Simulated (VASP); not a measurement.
# ZnSb2C (P-4m2) in VASP: further runs

Aim: see how the results for ZnSb2C move with the level of theory and the settings. Levels: HSE06, PBE-based screened hybrid with 35 % exact exchange. Tasks: single point.

Program: VASP 6.6.1. These are calculated values, not measurements. Logs are shortened: lines on timing, memory, paths and dates and some standing lists are left out, and cuts for length are marked.

## (1) The cell of the first run

Symmetry: P-4m2, No. 115, tetragonal system. The conventional cell has a = 3.827 Å, b = 3.827 Å, c = 5.971 Å, α = 90.00°, β = 90.00°, γ = 90.00°. Within 3.4 Å of Zn (site symmetry -4m2) lie 4 Sb at 2.58 Å. Sb (site symmetry 2mm) has 2 C at 2.28 Å and 2 Zn at 2.58 Å within 3.0 Å. Within 3.0 Å of C (site symmetry -4m2) lie 4 Sb at 2.28 Å.

## (2) Single point, HSE06

The input, POSCAR:

```
ZnSb2C
1.0
    3.8273790815      0.0000000000      0.0000000000
    0.0000000000      3.8273790815      0.0000000000
    0.0000000000      0.0000000000      5.9708967051
Zn Sb C
1 2 1
Direct
    0.0000000000      0.0000000000      0.0000000000
    0.0000000000      0.5000000000      0.2909733445
    0.5000000000      0.0000000000      0.7090266555
    0.5000000000      0.5000000000      0.5000000000
```

The input, INCAR.step1:

```
PREC = Accurate
ENCUT = 520
EDIFF = 1E-5
ISMEAR = -1
SIGMA = 0.02
LREAL = False
LASPH = True
NELM = 60
ALGO = Normal
ISIF = 2
LWAVE = True
NBANDS = 21
GGA = PE
```

The input, INCAR.step2:

```
PREC = Accurate
ENCUT = 520
EDIFF = 1E-7
ISMEAR = -1
SIGMA = 0.02
LREAL = False
LASPH = True
NELM = 60
ALGO = Normal
ISIF = 2
LWAVE = False
LCHARG = True
GGA = PE
LHFCALC = True
HFSCREEN = 0.2079
PRECFOCK = Normal
LELF = True
LVHAR = True
NBANDS = 21
ISTART = 1
```

The input, KPOINTS:

```
Automatic mesh
0
Gamma
  4 4 2
```

Potentials or basis: VASP PAW PBE potentials, release 64 (Zn, Sb, C).

Launch:

```bash
cat potpaw_PBE.64/Zn/POTCAR potpaw_PBE.64/Sb/POTCAR potpaw_PBE.64/C/POTCAR > POTCAR
cp INCAR.step1 INCAR
mpirun -np 1 vasp_std > vasp.out
cp INCAR.step2 INCAR
mpirun -np 1 vasp_std > vasp.out
```

OUTCAR:

```text
PREC = Accurate
   ENCUT = 520
   EDIFF = 1E-7
   ISMEAR = -1
   LREAL = False
   LASPH = True
   NELM = 60
   ISIF = 2
   GGA = PE
   LHFCALC = True
   HFSCREEN = 0.2079
   PRECFOCK = Normal
   ISTART = 1

 ion  position               nearest neighbor table
   1  0.000  0.000  0.000-   2 2.58   3 2.58   2 2.58   3 2.58
   2  0.000  0.500  0.291-   4 2.28   4 2.28   1 2.58   1 2.58   3 3.68   3 3.68   3 3.68   3 3.68

   3  0.500  0.000  0.709-   4 2.28   4 2.28   1 2.58   1 2.58   2 3.68   2 3.68   2 3.68   2 3.68

   4  0.500  0.500  0.500-   2 2.28   3 2.28   3 2.28   2 2.28

  LATTYP: Found a simple tetragonal cell.
 ALAT       =     3.8273790815
 C/A-ratio  =     1.5600484242

  Lattice vectors:

 A1 = (   3.8273790815,   0.0000000000,   0.0000000000)
 A2 = (   0.0000000000,   3.8273790815,   0.0000000000)
 A3 = (   0.0000000000,   0.0000000000,   5.9708967051)

Analysis of symmetry for initial positions (statically):
=====================================================================
 Subroutine PRICEL returns:
 Original cell was already a primitive cell.

 Routine SETGRP: Setting up the symmetry group for a
 simple tetragonal supercell.

 Subroutine GETGRP returns: Found  8 space group operations
 (whereof  8 operations were pure point group operations)
 out of a pool of 16 trial point group operations.

The static configuration has the point symmetry D_2d.

Analysis of symmetry for dynamics (positions and initial velocities):
=====================================================================
 Subroutine PRICEL returns:
 Original cell was already a primitive cell.

 Routine SETGRP: Setting up the symmetry group for a
 simple tetragonal supercell.

 Subroutine GETGRP returns: Found  8 space group operations
 (whereof  8 operations were pure point group operations)
 out of a pool of 16 trial point group operations.

The dynamic configuration has the point symmetry D_2d.

 Subroutine INISYM returns: Found  8 space group operations
 (whereof  8 operations are pure point group operations),
 and found     1 'primitive' translations

----------------------------------------------------------------------------------------

                                     Primitive cell

  volume of cell :      87.4667

  direct lattice vectors                    reciprocal lattice vectors
     3.827379082  0.000000000  0.000000000     0.261275400  0.000000000  0.000000000
     0.000000000  3.827379082  0.000000000     0.000000000  0.261275400  0.000000000
     0.000000000  0.000000000  5.970896705     0.000000000  0.000000000  0.167479032

  length of vectors
     3.827379082  3.827379082  5.970896705     0.261275400  0.261275400  0.167479032

  position of ions in fractional coordinates (direct lattice)
     0.000000000  0.000000000  0.000000000
     0.000000000  0.500000000  0.290973345
     0.500000000  0.000000000  0.709026655
     0.500000000  0.500000000  0.500000000

  ion indices of the primitive-cell ions
   primitive index   ion index
                 1           1
                 2           2
                 3           3
                 4           4

----------------------------------------------------------------------------------------

 KPOINTS: Automatic mesh

Automatic generation of k-mesh.
 Grid dimensions read from file:
 generate k-points for:    4    4    2

 Generating k-lattice:

  Cartesian coordinates                     Fractional coordinates (reciprocal lattice)
     0.065318850  0.000000000  0.000000000     0.250000000  0.000000000  0.000000000
     0.000000000  0.065318850  0.000000000     0.000000000  0.250000000  0.000000000
     0.000000000  0.000000000  0.083739516     0.000000000  0.000000000  0.500000000

  Length of vectors
     0.065318850  0.065318850  0.083739516

  Shift w.r.t. Gamma in fractional coordinates (k-lattice)
     0.000000000  0.000000000  0.000000000

 Subroutine IBZKPT returns following result:
 ===========================================

 Found     12 irreducible k-points:

 Following reciprocal coordinates:
            Coordinates               Weight
  0.000000  0.000000  0.000000      1.000000
  0.250000  0.000000  0.000000      4.000000
  0.500000  0.000000  0.000000      2.000000
  0.250000  0.250000  0.000000      4.000000
  0.500000  0.250000  0.000000      4.000000
  0.500000  0.500000  0.000000      1.000000
  0.000000  0.000000  0.500000      1.000000
  0.250000  0.000000  0.500000      4.000000
  0.500000  0.000000  0.500000      2.000000
  0.250000  0.250000  0.500000      4.000000
  0.500000  0.250000  0.500000      4.000000
  0.500000  0.500000  0.500000      1.000000
   k-points           NKPTS =     12   k-points in BZ     NKDIM =     32   number of bands    NBANDS=     21
   number of dos      NEDOS =    301   number of ions     NIONS =      4
   total plane-waves  NPLWV =  37632
   dimension x,y,z NGX =    28 NGY =   28 NGZ =   48
   dimension x,y,z NGXF=    56 NGYF=   56 NGZF=   96
   ions per type =               1   2   1
   NGX,Y,Z   is equivalent  to a cutoff of  12.16, 12.16, 13.36 a.u.
   NGXF,Y,Z  is equivalent  to a cutoff of  24.32, 24.32, 26.73 a.u.
 SYSTEM =  unknown system
   PREC   = accura    normal or accurate (medium, high low for compatibility)
   ISTART =      1    job   : 0-new  1-cont  2-samecut
   ICHARG =      0    charge: 1-file 2-atom 10-const
   ISPIN  =      1    spin polarized calculation?
   LNONCOLLINEAR =      F non collinear calculations
   LSORBIT =      F    spin-orbit coupling
   LASPH  =      T    aspherical Exc in radial PAW
   ENCUT  =  520.0 eV  38.22 Ry    6.18 a.u.   7.12  7.12 11.10*2*pi/ulx,y,z
   NELM   =     60;   NELMIN=  2; NELMDL=  0     # of ELM steps
   EDIFF  = 0.1E-06   stopping-criterion for ELM
   LREAL  =      F    real-space projection
   EDIFFG = 0.1E-05   stopping-criterion for IOM
   NSW    =      0    number of steps for IOM
   IBRION =     -1    ionic relax: 0-MD 1-quasi-New 2-CG
   NFREE  =      0    steps in history (QN), initial steepest desc. (CG)
   ISIF   =      2    stress and relaxation
   ISYM   =      3    0-nonsym 1-usesym 2-fastsym
   POTIM  = 0.5000    time-step for ionic-motion
   TEBEG  =    0.0;   TEEND  =   0.0 temperature during run
   PSTRESS=    0.0 pullay stress
   NELECT =      26.0000    total number of electrons
   NUPDOWN=      -1.0000    fix difference up-down
   EMIN   =  10.00;   EMAX   =-10.00  energy-range for DOS
   EFERMI =   0.00;   METHOD = LEGACY
   ISMEAR =    -1;   SIGMA  =   0.02  broadening in eV -4-tet -1-fermi 0-gaus
   EFERMI_NEDOS =   21; number of points for ismear=-14 and -15
   IALGO  =     38    algorithm
   IMIX   =      1    mixing-type and parameters
     AMIX     =   0.40;   BMIX     =  1.00
     AMIX_MAG =   1.60;   BMIX_MAG =  1.00
  volume/ion in A,a.u.               =      21.87       147.56
  Fermi-wavevector in a.u.,A,eV,Ry     =   1.092576  2.064670 16.241587  1.193723
  Thomas-Fermi vector in A             =   2.228845
   LORBIT       =      0    0 simple, 1 ext, 2 COOP (PROOUT), +10 PAW based schemes
   GGA     = PE    functional components
   LHFCALC =     T    Hartree Fock is set to
   PRECFOCK=normal    Normal, Fast or Accurate (Low or Medium for compatibility)
   ENCUT4O =  -1.0   cutoff for four orbital integrals eV
   NKREDX  =     1    reduce k-point grid by
   NKREDY  =     1    reduce k-point grid by
   NKREDZ  =     1    reduce k-point grid by
   AEXX    =    0.2500 exact exchange contribution
   HFSCREEN=    0.2079 screening length (either q_TF or 0.3 A-1)
   HFSCREENC=   0.2079 screening length for correlation (either q_TF or 0.3 A-1)
   ENCUTFOCK=  -1.0 apply spherical cutoff to Coloumb kernel
   IVDW    =     0    specifies the selected vdW correction
   LEPSILON=     F    determine dielectric tensor
   LRPA    =     F    only Hartree local field effects (RPA)
 non-spin polarized calculation
  energy-cutoff  :      520.00
  volume of cell :       87.47
 maximum number of plane-waves:      2376
  NGX = 24; NGY = 24; NGZ = 36

 number of electron      25.9999983 magnetization

 Free energy of the ion-electron system (eV)
  ---------------------------------------------------
  ext. energy  EPLUGINS =         0.00000000
  ---------------------------------------------------
  free energy    TOTEN  =       -18.94130835 eV

  energy without entropy =      -18.93762582  energy(sigma->0) =      -18.93946708

 E-fermi :   6.2078     XC(G=0):  -8.1193

 val. band max:        6.0562879610   @ k =   0.2500   0.0000   0.5000
 cond. band min:       6.2083453154   @ k =   0.2500   0.0000   0.5000
 fundamental gap:      0.1520573544
 Fermi energy:         6.2077908257

 k-point     1 :       0.0000    0.0000    0.0000
  band No.  band energies     occupation
      1      -9.7776      2.00000
      2      -5.3498      2.00000
      3      -4.0102      2.00000
      4      -4.0102      2.00000
      5      -3.9694      2.00000
      6      -3.8898      2.00000
[... 13 lines left out ...]
     20      12.8981      0.00000
     21      15.1377      0.00000

 k-point     2 :       0.2500    0.0000    0.0000
  band No.  band energies     occupation
      1      -9.2742      2.00000
      2      -5.3865      2.00000
      3      -4.2002      2.00000
      4      -4.0039      2.00000
      5      -3.9984      2.00000
      6      -3.9125      2.00000
[... 13 lines left out ...]
     20      14.0459      0.00000
     21      14.4636      0.00000

 k-point     3 :       0.5000    0.0000    0.0000
  band No.  band energies     occupation
      1      -8.4686      2.00000
      2      -6.0357      2.00000
      3      -4.4764      2.00000
      4      -4.0603      2.00000
      5      -3.9974      2.00000
      6      -3.9348      2.00000
[... 13 lines left out ...]
     20      13.0972      0.00000
     21      13.1606      0.00000
[... 169 lines left out ...]
 k-point    11 :       0.5000    0.2500    0.5000
  band No.  band energies     occupation
      1      -7.9105      2.00000
      2      -5.5476      2.00000
      3      -4.5229      2.00000
      4      -3.9811      2.00000
      5      -3.9769      2.00000
      6      -3.9715      2.00000
[... 13 lines left out ...]
     20      12.9699      0.00000
     21      14.1052      0.00000

 k-point    12 :       0.5000    0.5000    0.5000
  band No.  band energies     occupation
      1      -7.0114      2.00000
      2      -5.2144      2.00000
      3      -5.2144      2.00000
      4      -4.0232      2.00000
      5      -3.9537      2.00000
      6      -3.9196      2.00000
[... 13 lines left out ...]
     20      11.3369      0.00000
     21      11.4114      0.00000

------------------------ aborting loop because EDIFF is reached ----------------------------------------

  FORCE on cell =-STRESS in cart. coord.  units (eV):
  Direction    XX          YY          ZZ          XY          YZ          ZX
  --------------------------------------------------------------------------------------
  -------------------------------------------------------------------------------------
  Total       -0.6735117     -0.6735117     -0.7505840      0.0000000     -0.0000000      0.0000000
  in kB      -12.3371043    -12.3371043    -13.7488816      0.0000000     -0.0000000      0.0000000
  external PRESSURE =     -12.8076967 kB  Pullay stress =       0.0000000 kB

 VOLUME and BASIS-vectors are now :
 -----------------------------------------------------------------------------
  energy-cutoff  :      520.00
  volume of cell :       87.47
      direct lattice vectors                 reciprocal lattice vectors
     3.827379082  0.000000000  0.000000000     0.261275400  0.000000000  0.000000000
     0.000000000  3.827379082  0.000000000     0.000000000  0.261275400  0.000000000
     0.000000000  0.000000000  5.970896705     0.000000000  0.000000000  0.167479032

 POSITION                                       TOTAL-FORCE (eV/Angst)
 -----------------------------------------------------------------------------------
      0.00000      0.00000      0.00000         0.000000      0.000000      0.000000
      0.00000      1.91369      1.73737        -0.000000      0.000000      0.463026
      1.91369      0.00000      4.23352        -0.000000      0.000000     -0.463026
      1.91369      1.91369      2.98545        -0.000000     -0.000000      0.000000
 -----------------------------------------------------------------------------------
    total drift:                                0.000000      0.000001      0.000003

  FREE ENERGIE OF THE ION-ELECTRON SYSTEM (eV)
  ---------------------------------------------------
  free  energy   TOTEN  =       -18.9413083488 eV

  energy  without entropy=      -18.9376258183  energy(sigma->0) =      -18.93946708
```

Wall time 36 min (1 thread of Intel Xeon Platinum 8259CL at 2.50GHz (Skylake/Cascade Lake), shared host); peak memory 0.33 GiB.

Results:

* Free energy: -18.9413 eV
* Pressure: -1.3 GPa
* Largest force: 0.463 eV/Å
* Band gap on the k mesh: zero (bands 13 and 14 overlap by 1.13 eV)

Forces on the atoms (eV/Å):
```
Zn   0.000  0.000  0.000
Sb   0.000  0.000  0.463
Sb   0.000  0.000 -0.463
C    0.000  0.000  0.000
```

Stress tensor (GPa, compression positive):
```
-1.23  0.00  0.00
 0.00 -1.23  0.00
 0.00  0.00 -1.37
```

Caveat: the k points lie up to 0.53 Å⁻¹ apart, too coarse for converged energies and pressures of a metal; the PAW data sets were made with another functional, which shifts forces and pressure a little; spin-orbit coupling is left out, which moves the levels of the heavy elements.

## (3) Single point, PBE-based screened hybrid with 35 % exact exchange

POSCAR is that of step 2.

The input, INCAR.step1:

```
ALGO = Normal
EDIFF = 1E-5
ENCUT = 520
GGA = PE
ISIF = 2
ISMEAR = -1
LASPH = T
LREAL = F
LWAVE = T
NBANDS = 21
NELM = 60
PREC = Accurate
SIGMA = 0.02
```

The input, INCAR.step2:

```
AEXX = 0.35
ALGO = Normal
EDIFF = 1E-6
ENCUT = 520
GGA = PE
HFSCREEN = 0.2078
ISIF = 2
ISMEAR = -1
ISTART = 1
LASPH = T
LCHARG = T
LELF = T
LHFCALC = T
LREAL = F
LVHAR = T
LWAVE = F
NBANDS = 21
NELM = 60
PREC = Accurate
PRECFOCK = Normal
SIGMA = 0.02
```

The input, KPOINTS:

```
k-points
0
Gamma
  4 4 2
```

Potentials or basis: VASP PAW PBE potentials, release 64 (Zn, Sb, C).

Launch:

```bash
cat potpaw_PBE.64/Zn/POTCAR potpaw_PBE.64/Sb/POTCAR potpaw_PBE.64/C/POTCAR > POTCAR
cp INCAR.step1 INCAR
mpirun -np 1 vasp_std > vasp.out
cp INCAR.step2 INCAR
mpirun -np 1 vasp_std > vasp.out
```

Wall time 35 min (1 thread of Intel Xeon Platinum 8259CL at 2.50GHz (Skylake/Cascade Lake), shared host); peak memory 0.33 GiB.

The run converged. Its results:

```
Free energy            : -20.6011 eV
Pressure               : -3.0 GPa
Largest force          : 0.402 eV/Å
Band gap on the k mesh : zero (bands 13 and 14 overlap by 1.06 eV)
```

Forces on the atoms (eV/Å):
```
Zn   0.000  0.000  0.000
Sb   0.000  0.000  0.402
Sb   0.000  0.000 -0.402
C    0.000  0.000  0.000
```

Stress tensor (GPa, compression positive):
```
-2.45  0.00  0.00
 0.00 -2.45  0.00
 0.00  0.00 -4.01
```

Levels at points of the mesh, in eV from the Fermi level:
```tsv
k point	band 10	band 11	band 12	band 13	band 14	band 15	band 16	band 17
(0.00, 0.00, 0.00)	-5.23	-2.22	-1.73	0.60	0.60	0.81	3.17	3.17
(0.50, 0.00, 0.00)	-5.77	-5.24	-4.44	-0.06	0.30	3.03	3.19	4.80
(0.50, 0.50, 0.00)	-6.01	-4.58	-4.58	-3.41	0.48	1.00	1.48	1.48
(0.00, 0.00, 0.50)	-5.01	-4.97	-0.59	-0.59	-0.45	0.31	4.51	4.85
(0.50, 0.00, 0.50)	-4.43	-3.42	-2.61	-1.25	0.08	2.20	2.84	4.40
(0.50, 0.50, 0.50)	-6.00	-5.37	-5.11	-5.11	2.92	3.06	3.78	3.78
```

Caveat: the k points lie up to 0.53 Å⁻¹ apart, too coarse for converged energies and pressures of a metal; the PAW data sets were made with another functional, which shifts forces and pressure a little; spin-orbit coupling is left out, which moves the levels of the heavy elements.

The gap in the log of VASP goes by the Fermi energy; the results here count the filled bands.